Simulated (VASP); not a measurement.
# TiC (Fm-3m) in VASP: a series of runs

The runs below take TiC through single point, with LDA.

Program: VASP 6.6.1. These are calculated values, not measurements. Logs are shortened: lines on timing, memory, paths and dates and some standing lists are left out, and cuts for length are marked.

## 1. The cell of the first run

Symmetry: Fm-3m, No. 225, cubic system. The conventional cell has a = 4.273 Å, b = 4.273 Å, c = 4.273 Å, α = 90.00°, β = 90.00°, γ = 90.00°. Ti (site symmetry m-3m) has 6 C at 2.14 Å within 2.8 Å. Within 2.8 Å of C (site symmetry m-3m) lie 6 Ti at 2.14 Å.

## 2. Single point, LDA

INCAR reads:

```
SYSTEM = TiC
ALGO     = Normal         ! electronic algorithm
EDIFF    = 1E-6           ! SCF threshold, eV
ENCUT    = 520            ! plane-wave cutoff, eV
ISIF     = 2              ! what is computed and relaxed
ISMEAR   = -1             ! smearing method
LASPH    = .True.         ! aspherical terms in the spheres
LCHARG   = .False.        ! write CHGCAR
LREAL    = .False.        ! projectors in reciprocal space
LWAVE    = .False.        ! write WAVECAR
NBANDS   = 15             ! bands
NELM     = 100            ! most SCF steps
PREC     = Accurate       ! precision mode
SIGMA    = 0.05           ! smearing width, eV
```

KPOINTS reads:

```
k-points
0
Gamma
  11 11 11
  0 0 0
```

POSCAR reads:

```
TiC
1.0
    3.0213948457      0.0000000000      0.0000000000
    1.5106974229      2.6166046913      0.0000000000
    1.5106974229      0.8722015638      2.4669585611
Ti C
1 1
Direct
    0.0000000000      0.0000000000      0.0000000000
    0.5000000000      0.5000000000      0.5000000000
```

Potentials or basis: VASP PAW LDA potentials, release 64 (Ti_sv, C).

Run with:

```sh
$ cat potpaw_LDA.64/Ti_sv/POTCAR potpaw_LDA.64/C/POTCAR > POTCAR
$ mpirun -np 1 vasp_std > vasp.out
```

OUTCAR:

```text
SYSTEM = TiC
   EDIFF = 1E-6
   ENCUT = 520
   ISIF = 2
   ISMEAR = -1
   LASPH = .True.
   LREAL = .False.
   NELM = 100
   PREC = Accurate

 ion  position               nearest neighbor table
   1  0.000  0.000  0.000-   2 2.14   2 2.14   2 2.14   2 2.14   2 2.14   2 2.14
   2  0.500  0.500  0.500-   1 2.14   1 2.14   1 2.14   1 2.14   1 2.14   1 2.14

  LATTYP: Found a face centered cubic cell.
 ALAT       =     4.2728975682

  Lattice vectors:

 A1 = (   3.0213948457,   0.0000000000,   0.0000000000)
 A2 = (   1.5106974229,   2.6166046913,   0.0000000000)
 A3 = (   1.5106974229,   0.8722015638,   2.4669585611)

Analysis of symmetry for initial positions (statically):
=====================================================================
 Subroutine PRICEL returns:
 Original cell was already a primitive cell.

 Routine SETGRP: Setting up the symmetry group for a
 face centered cubic supercell.

 Subroutine GETGRP returns: Found 48 space group operations
[... 9 lines left out ...]

 Routine SETGRP: Setting up the symmetry group for a
 face centered cubic supercell.

 Subroutine GETGRP returns: Found 48 space group operations
[... 11 lines left out ...]
                                     Primitive cell

  volume of cell :      19.5033

  direct lattice vectors                    reciprocal lattice vectors
     3.021394846  0.000000000  0.000000000     0.330972962 -0.191087328 -0.135119146
     1.510697423  2.616604691  0.000000000     0.000000000  0.382174657 -0.135119146
     1.510697423  0.872201564  2.466958561     0.000000000  0.000000000  0.405357437

  length of vectors
     3.021394846  3.021394846  3.021394846     0.405357437  0.405357437  0.405357437

  position of ions in fractional coordinates (direct lattice)
[... 8 lines left out ...]
----------------------------------------------------------------------------------------

 KPOINTS: k-points

Automatic generation of k-mesh.
 Grid dimensions read from file:
 generate k-points for:   11   11   11

 Generating k-lattice:

  Cartesian coordinates                     Fractional coordinates (reciprocal lattice)
     0.030088451 -0.017371575 -0.012283559     0.090909091 -0.000000000  0.000000000
     0.000000000  0.034743151 -0.012283559     0.000000000  0.090909091 -0.000000000
     0.000000000  0.000000000  0.036850676     0.000000000  0.000000000  0.090909091

  Length of vectors
     0.036850676  0.036850676  0.036850676

  Shift w.r.t. Gamma in fractional coordinates (k-lattice)
     0.000000000  0.000000000  0.000000000

 Subroutine IBZKPT returns following result:
 ===========================================

 Found     56 irreducible k-points:

 Following reciprocal coordinates:
            Coordinates               Weight
  0.000000  0.000000  0.000000      1.000000
[... 49 lines left out ...]
   ISYM   =      2    0-nonsym 1-usesym 2-fastsym
   POTIM  = 0.5000    time-step for ionic-motion
   TEBEG  =    0.0;   TEEND  =   0.0 temperature during run
   PSTRESS=    0.0 pullay stress
   NELECT =      16.0000    total number of electrons
   NUPDOWN=      -1.0000    fix difference up-down
   EMIN   =  10.00;   EMAX   =-10.00  energy-range for DOS
   EFERMI =   0.00;   METHOD = LEGACY
   ISMEAR =    -1;   SIGMA  =   0.05  broadening in eV -4-tet -1-fermi 0-gaus
   EFERMI_NEDOS =   21; number of points for ismear=-14 and -15
   IALGO  =     38    algorithm
   IMIX   =      4    mixing-type and parameters
     AMIX     =   0.40;   BMIX     =  1.00
     AMIX_MAG =   1.60;   BMIX_MAG =  1.00
  volume/ion in A,a.u.               =       9.75        65.81
  Fermi-wavevector in a.u.,A,eV,Ry     =   1.532542  2.896084 31.955793  2.348684
  Thomas-Fermi vector in A             =   2.639733
   LORBIT       =      0    0 simple, 1 ext, 2 COOP (PROOUT), +10 PAW based schemes
   GGA     = CA    functional components
   LHFCALC =     F    Hartree Fock is set to
   AEXX    =    0.0000 exact exchange contribution
   IVDW    =     0    specifies the selected vdW correction
   LEPSILON=     F    determine dielectric tensor
   LRPA    =     F    only Hartree local field effects (RPA)
 non-spin polarized calculation
  energy-cutoff  :      520.00
  volume of cell :       19.50
 maximum number of plane-waves:       537
   NGX = 11   NGY = 11   NGZ = 11

 number of electron      16.0000004 magnetization

 Free energy of the ion-electron system (eV)
  ---------------------------------------------------
  ext. energy  EPLUGINS =         0.00000000
  ---------------------------------------------------
  free energy    TOTEN  =       -20.53933127 eV

  energy without entropy =      -20.53666329  energy(sigma->0) =      -20.53799728

 E-fermi :   9.7808     XC(G=0): -13.1878

 val. band max:        9.7106861377   @ k =   0.4545   0.4545  -0.0000
 cond. band min:       9.8587941668   @ k =   0.0909   0.0000   0.0000
 fundamental gap:      0.1481080292
 Fermi energy:         9.7807501415

 k-point     1 :       0.0000    0.0000    0.0000
  band No.  band energies     occupation
      1     -46.0421      2.00000
      2     -22.4239      2.00000
      3     -22.4239      2.00000
      4     -22.4239      2.00000
      5      -2.6715      2.00000
      6      10.3660      0.00002
      7      10.3660      0.00002
      8      10.3660      0.00002
      9      11.4653      0.00000
     10      11.4653      0.00000
     11      11.4653      0.00000
     12      11.5213      0.00000
     13      11.5213      0.00000
     14      20.9422      0.00000
[... 401 lines left out ...]
      2     -22.7523      2.00000
      3     -22.5528      2.00000
      4     -22.4468      2.00000
      5      -0.8506      2.00000
      6       6.3990      2.00000
      7       7.4609      2.00000
      8       7.6955      2.00000
      9      11.2742      0.00000
     10      12.4924      0.00000
     11      13.4290      0.00000
     12      14.3557      0.00000
     13      17.3248      0.00000
     14      21.9975      0.00000
     15      23.6006      0.00000

 [... further k-points ...]
[... 5 lines left out ...]
  --------------------------------------------------------------------------------------
  -------------------------------------------------------------------------------------
  Total       -0.1992825     -0.1992825     -0.1992825     -0.0000000     -0.0000000     -0.0000000
  in kB      -16.3708903    -16.3708903    -16.3708903     -0.0000000     -0.0000000     -0.0000000
  external PRESSURE =     -16.3708903 kB  Pullay stress =       0.0000000 kB

 VOLUME and BASIS-vectors are now :
 -----------------------------------------------------------------------------
  energy-cutoff  :      520.00
  volume of cell :       19.50
      direct lattice vectors                 reciprocal lattice vectors
     3.021394846  0.000000000  0.000000000     0.330972962 -0.191087328 -0.135119146
     1.510697423  2.616604691  0.000000000     0.000000000  0.382174657 -0.135119146
     1.510697423  0.872201564  2.466958561     0.000000000  0.000000000  0.405357437

 POSITION                                       TOTAL-FORCE (eV/Angst)
 -----------------------------------------------------------------------------------
      0.00000      0.00000      0.00000         0.000000      0.000000      0.000000
      3.02139      1.74440      1.23348        -0.000000      0.000000      0.000000
 -----------------------------------------------------------------------------------
    total drift:                               -0.000000      0.000000      0.000000

  FREE ENERGIE OF THE ION-ELECTRON SYSTEM (eV)
  ---------------------------------------------------
  free  energy   TOTEN  =       -20.5393312669 eV

  energy  without entropy=      -20.5366632909  energy(sigma->0) =      -20.53799728
```

stdout:

```text
POSCAR found type information on POSCAR TiC
 POSCAR found :  2 types and       2 ions
 scaLAPACK will be used
 LDA part: xc-table for (Slater(with rela. corr.)+CA(PZ))
 , standard interpolation
 POSCAR, INCAR and KPOINTS ok, starting setup
 FFT: planning ... GRIDC
 FFT: planning ... GRID_SOFT
 FFT: planning ... GRID
 WAVECAR not read
 entering main loop
```

Run time: 22 s. Hardware: 1 thread of Intel Xeon Platinum 8375C at 2.90GHz (Ice Lake), shared host; peak memory 0.13 GiB.

What came out:

```yaml
Free_energy: -20.5393 eV
Pressure: -1.6 GPa
Band_gap_on_the_k_mesh: zero (band 8 reaches 10.37 eV, above the bottom of band 9 at 9.31 eV)
```

Levels at points of the mesh, in eV from the Fermi level:
```csv
k point,band 5,band 6,band 7,band 8,band 9,band 10,band 11,band 12
"(0.00, 0.00, 0.00)",-12.45,0.59,0.59,0.59,1.68,1.68,1.68,1.74
```

## 3. Single point, LDA

This run uses another cell than the first one, of 9.95 Å³/atom, 1.021 times its volume.

INCAR reads:

```
SYSTEM = TiC
ALGO = Normal
EDIFF = 1E-6
ENCUT = 520
ISIF = 2
ISMEAR = -1
LASPH = .TRUE.
LCHARG = .FALSE.
LREAL = .FALSE.
LWAVE = .FALSE.
NBANDS = 15
NELM = 60
PREC = Accurate
SIGMA = 0.05
```

KPOINTS reads:

```
k-points
0
G
  11 11 11
  0 0 0
```

POSCAR reads:

```
TiC
1.0
    3.0422327100      0.0000000000      0.0000000000
    1.5211163550      2.6346508111      0.0000000000
    1.5211163550      0.8782169371      2.4839726061
Ti C
1 1
Direct
    0.0000000000      0.0000000000      0.0000000000
    0.5000000000      0.5000000000      0.5000000000
```

Potentials or basis: VASP PAW LDA potentials, release 64 (Ti_sv, C).

Run with:

```sh
$ cat potpaw_LDA.64/Ti_sv/POTCAR potpaw_LDA.64/C/POTCAR > POTCAR
$ mpirun -np 1 vasp_std > vasp.out
```

Wall time 22 s (1 thread of Intel Xeon Platinum 8375C at 2.90GHz (Ice Lake), shared host); peak memory 0.13 GiB.

The run converged. Its results:

* Free energy: -20.5285 eV
* Pressure: -7.1 GPa
* Band gap on the k mesh: zero (band 8 reaches 10.11 eV, above the bottom of band 9 at 9.06 eV)

Levels at points of the mesh, in eV from the Fermi level:
```
           k point  band 5  band 6  band 7  band 8  band 9  band 10  band 11  band 12
(0.00, 0.00, 0.00)  -12.35    0.58    0.58    0.58    1.66     1.66     1.66     1.70
```

## 4. Single point, LDA

This run uses another cell than the first one, of 10.16 Å³/atom, 1.042 times its volume.

INCAR reads:

```
PREC     = Accurate       # precision mode
ENCUT    = 520            # plane-wave cutoff, eV
EDIFF    = 1E-7           # SCF threshold, eV
ISMEAR   = -1             # smearing method
SIGMA    = 0.05           # smearing width, eV
LREAL    = False          # projectors in reciprocal space
LASPH    = True           # aspherical terms in the spheres
NELM     = 80             # most SCF steps
ALGO     = Normal         # electronic algorithm
ISIF     = 2              # what is computed and relaxed
LWAVE    = False          # write WAVECAR
LCHARG   = False          # write CHGCAR
NBANDS   = 15             # bands
```

KPOINTS reads:

```
Automatic mesh
0
Gamma
  11 11 11
```

POSCAR reads:

```
TiC
1.0
    3.0627889600      0.0000000000      0.0000000000
    1.5313944800      2.6524530458      0.0000000000
    1.5313944800      0.8841510153      2.5007567139
Ti C
1 1
Direct
    0.0000000000      0.0000000000      0.0000000000
    0.5000000000      0.5000000000      0.5000000000
```

Potentials or basis: VASP PAW LDA potentials, release 64 (Ti_sv, C).

Run with:

```sh
$ cat potpaw_LDA.64/Ti_sv/POTCAR potpaw_LDA.64/C/POTCAR > POTCAR
$ mpirun -np 1 vasp_std > vasp.out
```

OUTCAR:

```text
PREC = Accurate
   ENCUT = 520
   EDIFF = 1E-7
   ISMEAR = -1
   LREAL = False
   LASPH = True
   NELM = 80
   ISIF = 2

 ion  position               nearest neighbor table
   1  0.000  0.000  0.000-   2 2.17   2 2.17   2 2.17   2 2.17   2 2.17   2 2.17
   2  0.500  0.500  0.500-   1 2.17   1 2.17   1 2.17   1 2.17   1 2.17   1 2.17

  LATTYP: Found a face centered cubic cell.
 ALAT       =     4.3314376859

  Lattice vectors:

 A1 = (   3.0627889600,   0.0000000000,   0.0000000000)
 A2 = (   1.5313944800,   2.6524530458,   0.0000000000)
 A3 = (   1.5313944800,   0.8841510153,   2.5007567139)

Analysis of symmetry for initial positions (statically):
=====================================================================
 Subroutine PRICEL returns:
 Original cell was already a primitive cell.

 Routine SETGRP: Setting up the symmetry group for a
 face centered cubic supercell.

 Subroutine GETGRP returns: Found 48 space group operations
[... 9 lines left out ...]

 Routine SETGRP: Setting up the symmetry group for a
 face centered cubic supercell.

 Subroutine GETGRP returns: Found 48 space group operations
[... 11 lines left out ...]
                                     Primitive cell

  volume of cell :      20.3159
[... 141 lines left out ...]
 Fermi energy:         9.2810509771

 k-point     1 :       0.0000    0.0000    0.0000
  band No.  band energies     occupation
      1     -46.6485      2.00000
      2     -23.0549      2.00000
      3     -23.0549      2.00000
      4     -23.0549      2.00000
      5      -2.9777      2.00000
      6       9.8601      0.00002
      7       9.8601      0.00002
      8       9.8601      0.00002
      9      10.9211      0.00000
     10      10.9211      0.00000
     11      10.9211      0.00000
     12      10.9418      0.00000
     13      10.9418      0.00000
     14      19.8350      0.00000
[... 401 lines left out ...]
      2     -23.3370      2.00000
      3     -23.1662      2.00000
      4     -23.0755      2.00000
      5      -1.2421      2.00000
      6       6.0104      2.00000
      7       7.0710      2.00000
      8       7.2851      2.00000
      9      10.7164      0.00000
     10      11.8532      0.00000
     11      12.7791      0.00000
     12      13.6075      0.00000
     13      16.4890      0.00000
     14      21.0454      0.00000
     15      22.7541      0.00000

 [... further k-points ...]
[... 5 lines left out ...]
  --------------------------------------------------------------------------------------
  -------------------------------------------------------------------------------------
  Total       -1.5058432     -1.5058432     -1.5058432      0.0000000     -0.0000000     -0.0000000
  in kB     -118.7556065   -118.7556065   -118.7556064      0.0000000     -0.0000000     -0.0000000
  external PRESSURE =    -118.7556064 kB  Pullay stress =       0.0000000 kB

 VOLUME and BASIS-vectors are now :
 -----------------------------------------------------------------------------
  energy-cutoff  :      520.00
  volume of cell :       20.32
      direct lattice vectors                 reciprocal lattice vectors
     3.062788960  0.000000000  0.000000000     0.326499806 -0.188504751 -0.133292987
     1.531394480  2.652453046  0.000000000     0.000000000  0.377009501 -0.133292987
     1.531394480  0.884151015  2.500756714     0.000000000  0.000000000  0.399878962

 POSITION                                       TOTAL-FORCE (eV/Angst)
 -----------------------------------------------------------------------------------
      0.00000      0.00000      0.00000         0.000000      0.000000      0.000000
      3.06279      1.76830      1.25038        -0.000000     -0.000000      0.000000
 -----------------------------------------------------------------------------------
    total drift:                               -0.000000      0.000000      0.000000

  FREE ENERGIE OF THE ION-ELECTRON SYSTEM (eV)
  ---------------------------------------------------
  free  energy   TOTEN  =       -20.5046471837 eV

  energy  without entropy=      -20.5021069203  energy(sigma->0) =      -20.50337705
```

Wall time 27 s (1 thread of Intel Xeon Platinum 8375C at 2.90GHz (Ice Lake), shared host); peak memory 0.14 GiB.

Results:

```
Free energy            : -20.5046 eV
Pressure               : -11.9 GPa
Band gap on the k mesh : zero (band 8 reaches 9.86 eV, above the bottom of band 9 at 8.82 eV)
```

Levels at points of the mesh, in eV from the Fermi level:
| k point | band 5 | band 6 | band 7 | band 8 | band 9 | band 10 | band 11 | band 12 |
| --- | --- | --- | --- | --- | --- | --- | --- | --- |
| (0.00, 0.00, 0.00) | -12.26 | 0.58 | 0.58 | 0.58 | 1.64 | 1.64 | 1.64 | 1.66 |

(Part 1 of 2 ends here.)
